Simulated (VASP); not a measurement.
Here is a VASP 6.6.1 calculation.

INCAR

```
PREC     = Accurate       # precision mode
ENCUT    = 520            # plane-wave cutoff, eV
EDIFF    = 1E-7           # SCF threshold, eV
ISMEAR   = -1             # smearing method
SIGMA    = 0.05           # smearing width, eV
LREAL    = F              # projectors in reciprocal space
LASPH    = T              # aspherical terms in the spheres
NELM     = 80             # most SCF steps
ALGO     = Normal         # electronic algorithm
ISIF     = 2              # what is computed and relaxed
LWAVE    = F              # write WAVECAR
LCHARG   = F              # write CHGCAR
NBANDS   = 33             # bands
```

KPOINTS

```
Automatic mesh
0
Gamma
  1 1 1
```

The input POSCAR:

```
H9O4F
1.0
    4.9758840000      0.0000000000      0.0000000000
    0.0000000000      4.9758840000      0.0000000000
    0.0000000000      0.0000000000      4.9758840000
O H F
4 9 1
Direct
    0.6726844918     -0.0204385794      0.8435486036
    0.4486840931      0.7875786493      0.4554366621
    0.8213615912      0.2880895133      0.3410449279
    0.1679098629      0.9768716473      1.1450025764
    0.7050204547      0.1621219466      0.7976472120
    0.8278328032     -0.1675883119      0.8020283431
    0.5649649389      0.6842201305      0.3245654440
    0.5729233238      0.8156138688      0.6277075591
    0.6852249771      0.1439342235      0.3880114569
    1.0119809867      0.1158990041      0.2402588163
    0.1461247891      0.9684309361      0.9455003372
    0.3249271888      0.9598294494      1.2727185762
    0.8513663100      0.3984216674      0.5352415772
    0.8933287030      0.5322873282      0.7451942208
```

Potentials or basis: VASP PAW LDA potentials, release 64 (O, H, F).

Run with:

```bash
$ cat potpaw_LDA.64/O/POTCAR potpaw_LDA.64/H/POTCAR potpaw_LDA.64/F/POTCAR > POTCAR
$ mpirun -np 1 vasp_gam > vasp.out
```

(1) Predict the pressure.

(2) Estimate the largest force.

(3) What does it give for the band gap on the k mesh?

## Answers

(1) -1.8 GPa.

(2) 3.726 eV/Å.

(3) 4.69 eV.

Caveat: the k points lie up to 1.26 Å⁻¹ apart.
